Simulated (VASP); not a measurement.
A run of VASP 6.6.1 is set up as follows.

Contents of INCAR:

```
PREC = Accurate
ENCUT = 600
EDIFF = 1E-6
ISMEAR = 0
SIGMA = 0.1
LREAL = False
LASPH = True
NELM = 80
ALGO = Normal
ISIF = 3
LWAVE = False
LCHARG = False
GGA = PE
IBRION = 2
NSW = 100
EDIFFG = -0.01
```

File KPOINTS:

```
regular mesh
0
Gamma
  12 12 4
```

The input POSCAR:

```
Ta2Si2Ge
1.0
    2.9721649537      0.0000000000      0.0000000000
   -1.4860824768      2.5739703541      0.0000000000
    0.0000000000      0.0000000000     11.5851044029
Ta Si Ge
2 2 1
Direct
    0.3333333333      0.6666666667      0.2253921249
    0.3333333333      0.6666666667      0.7746078751
    0.6666666667      0.3333333333      0.4006542690
    0.6666666667      0.3333333333      0.5993457310
    0.3333333333      0.6666666667      0.0000000000
```

Potentials or basis: VASP PAW PBE potentials, release 64 (Ta_pv, Si, Ge_d).

Launch:

```console
$ cat potpaw_PBE.64/Ta_pv/POTCAR potpaw_PBE.64/Si/POTCAR potpaw_PBE.64/Ge_d/POTCAR > POTCAR
$ mpirun -np 1 vasp_std > vasp.out
```

Problem. Predict the relaxed volume.

Solution. 17.72 Å³/atom.

Problem. Estimate the relaxed cell.

Solution. a = 2.963 Å, b = 2.963 Å, c = 11.647 Å, α = 90.00°, β = 90.00°, γ = 120.00°.

Problem. Estimate the space group after relaxing (to 0.05 Å).

Solution. P-6m2 (No. 187).

Problem. Estimate the band gap on the k mesh.

Solution. Zero (band 22 reaches 8.24 eV, above the bottom of band 23 at 6.14 eV).

Final structure:
```yaml
crystal:
  lattice:
    - [2.96347, 0.00000, 0.00000]
    - [-1.48173, 2.56644, 0.00000]
    - [0.00000, 0.00000, 11.64741]
  atoms:
    - { symbol: Ta, position: [0.33333, 0.66667, 0.22348] }
    - { symbol: Ta, position: [0.33333, 0.66667, 0.77652] }
    - { symbol: Si, position: [0.66667, 0.33333, 0.40028] }
    - { symbol: Si, position: [0.66667, 0.33333, 0.59972] }
    - { symbol: Ge, position: [0.33333, 0.66667, 0.00000] }
```

Caveat: spin-orbit coupling is left out, which moves the levels of the heavy elements.
